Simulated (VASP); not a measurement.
P: single point with PBEsol

Crystal: P.

```
CELL_PARAMETERS angstrom
2.41645 0.00000 0.00000
0.00000 2.41645 0.00000
0.00000 0.00000 2.41645
ATOMIC_POSITIONS crystal
P 0.00000 0.00000 0.00000
```

| Item | Value |
| --- | --- |
| Program | VASP 6.6.1 |
| Task | single point |
| Functional | PBEsol |
| Potentials or basis | VASP PAW PBE potentials, release 64 (P) |
| Cutoff | 500 eV |
| k mesh | 15 × 15 × 15 |
| Occupations | fermi-dirac, width 0.1 eV |
| Spin | no spin polarisation |

| Property | Result |
| --- | --- |
| Pressure | 1.1 GPa |

Levels at points of the mesh, in eV from the Fermi level:
| k point | band 1 | band 2 | band 3 | band 4 | band 5 |
| --- | --- | --- | --- | --- | --- |
| (0.00, 0.00, 0.00) | -16.92 | 5.10 | 5.10 | 5.10 | 6.71 |

It took 18 s on 1 thread of AMD EPYC 7R13 (shared host), peak memory 0.09 GiB.

Caveat: the PAW data sets were made with another functional, which shifts forces and pressure a little.
